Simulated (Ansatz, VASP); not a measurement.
**Two plane-wave programs on MgAuC4N4**

File INCAR:

```
ALGO = Normal ; EDIFF = 1E-7
ENCUT = 520 ; GGA = PE
ISIF = 2 ; ISMEAR = 0
LASPH = T ; LCHARG = T
LELF = T ; LREAL = F
LVHAR = T ; LWAVE = F
NBANDS = 36 ; NELM = 80
PREC = Accurate ; SIGMA = 0.1
```

Contents of KPOINTS:

```
k-points
0
Gamma
  4 4 4
```

The input POSCAR:

```
MgAuC4N4
1.0
    5.9605641800      0.0000000000      0.0000000000
    0.0000000000      5.9605641800      0.0000000000
    0.0000000000      0.0000000000      5.9605641800
Mg C Au N
1 4 1 4
Direct
    0.5000000000      0.5000000000      0.5000000000
    0.1856838400      0.1856838400      0.1856838400
    0.1856838400      0.8143161600      0.8143161600
    0.8143161600      0.1856838400      0.8143161600
    0.8143161600      0.8143161600      0.1856838400
    0.0000000000      0.0000000000      0.0000000000
    0.2990120100      0.2990120100      0.2990120100
    0.2990120100      0.7009879900      0.7009879900
    0.7009879900      0.2990120100      0.7009879900
    0.7009879900      0.7009879900      0.2990120100
```

Input for Ansatz:

```yaml
crystal:
  lattice:
    - [5.96056418, 0.0, 0.0]
    - [0.0, 5.96056418, 0.0]
    - [0.0, 0.0, 5.96056418]
  atoms:
    - { symbol: Mg, position: [0.5, 0.5, 0.5] }
    - { symbol: C, position: [0.18568384, 0.18568384, 0.18568384] }
    - { symbol: C, position: [0.18568384, 0.81431616, 0.81431616] }
    - { symbol: C, position: [0.81431616, 0.18568384, 0.81431616] }
    - { symbol: C, position: [0.81431616, 0.81431616, 0.18568384] }
    - { symbol: Au, position: [0.0, 0.0, 0.0] }
    - { symbol: "N", position: [0.29901201, 0.29901201, 0.29901201] }
    - { symbol: "N", position: [0.29901201, 0.70098799, 0.70098799] }
    - { symbol: "N", position: [0.70098799, 0.29901201, 0.70098799] }
    - { symbol: "N", position: [0.70098799, 0.70098799, 0.29901201] }
basis:
  ecutwfc: 420
kpoints:
  mp_grid: { grid: [4, 4, 4] }
hamiltonian:
  xc: pbe
scf:
  occupations: { method: gaussian, width: 0.1 }
  lower_state_search: "off"
output:
  forces: true
  stress: true
  eigenvalues: true
```

Alike in both runs: task single point; functional PBE; k mesh 4 × 4 × 4; occupations gaussian, width 0.1 eV; no spin polarisation.

|  | VASP | Ansatz |
| --- | --- | --- |
| version | VASP 6.6.1 | Ansatz 0.2.0 |
| potentials or method | VASP PAW PBE potentials, release 64 (Mg, C, Au, N), cutoff 520 eV | scalar-relativistic, plane waves, PAW |
| valence electrons in the cell | 49 | 65 |

```tsv
	VASP	Ansatz	Ansatz less VASP
gap on the k mesh at the Fermi level (eV)	none	none	-
pressure (GPa)	5.7	5.5	-0.20
rms of the force components (eV/Å)	0.928	1.039	+0.1112
```

Atom by atom the forces differ by 0.204 eV/Å (rms over components). A gap of «none» marks a metal or a gap that the smearing closes. With one functional, cell and mesh, what is left measures potentials, basis and numerics. VASP's potentials hold 49 valence electrons a cell and Ansatz's 65, so a difference there can come from the potentials and not from the codes.

Neither program's run includes spin-orbit coupling. Noted on VASP's run: the standard files for N, O and F lose accuracy on very short bonds.
